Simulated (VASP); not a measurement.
Runs of VASP 6.6.1 on Au. The structure is that of space group P6_3/mmc (No. 194), or close to it. The cells are those of the table. 

```csv
cell,gap on the mesh (eV),pressure (GPa)
"a = 2.841, b = 2.841, c = 4.780 Å, angles 90.0, 90.0, 120.0°, 2 atoms",none,3.3
"a = 2.871, b = 2.871, c = 4.831 Å, angles 90.0, 90.0, 120.0°, 2 atoms",none,(a)
"a = 2.900, b = 2.900, c = 4.880 Å, angles 90.0, 90.0, 120.0°, 2 atoms",none,-6.7
"a = 2.957, b = 2.957, c = 4.976 Å, angles 90.0, 90.0, 120.0°, 2 atoms",none,-13.2
"a = 2.929, b = 2.929, c = 4.928 Å, angles 90.0, 90.0, 120.0°, 2 atoms",none,(b)
```

Alike in all rows: task single point; level PBEsol; potentials or basis VASP PAW PBE potentials, release 64 (Au); no spin polarisation; k mesh 11 × 11 × 6; cutoff (eV) 520; smearing fermi-dirac 0.1 eV.

Fill in the values left out.

(a) -2.2; (b) -10.3.

Caveats: the PAW data sets were made with another functional, which shifts forces and pressure a little; spin-orbit coupling is left out, which moves the levels of the heavy elements.

A k mesh can miss the band edges, and the runs leave out spin-orbit coupling on Au.

A gap of «none» marks levels without a gap at the run's occupations.
